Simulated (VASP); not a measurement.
A run of VASP 6.6.1:

File INCAR:

```
PREC     = Accurate       # precision mode
ENCUT    = 520            # plane-wave cutoff, eV
EDIFF    = 1E-6           # SCF threshold, eV
ISMEAR   = 0              # smearing method
SIGMA    = 0.15           # smearing width, eV
LREAL    = False          # projectors in reciprocal space
LASPH    = True           # aspherical terms in the spheres
NELM     = 80             # most SCF steps
ALGO     = Fast           # electronic algorithm
ISIF     = 2              # what is computed and relaxed
LWAVE    = False          # write WAVECAR
LCHARG   = False          # write CHGCAR
GGA      = PS             # functional
NBANDS   = 18             # bands
```

Contents of KPOINTS:

```
regular mesh
0
Gamma
  24 24 24
```

The input POSCAR:

```
Au
1.0
    0.0000000000     -2.0419343851     -2.0419343851
   -2.0419343851      0.0000000000     -2.0419343851
    2.0419343851      2.0419343851     -4.0838687702
Au
2
Direct
    0.4760081444      0.4760081444      0.5000000000
    0.0239918556      0.0239918556      0.0000000000
```

Potentials or basis: VASP PAW PBE potentials, release 64 (Au).

Command:

```sh
$ cat potpaw_PBE.64/Au/POTCAR > POTCAR
$ mpirun -np 1 vasp_std > vasp.out
```

Hardware: 1 thread of Oxide Virtual Turin-like Processor, with other jobs on the host.

Question: Estimate the wall time of this run.

Answer: Wall time 47 min on 1 thread of Oxide Virtual Turin-like Processor (shared host), peak memory 1.7 GiB. Counts: scf iterations 12, k points 3614.
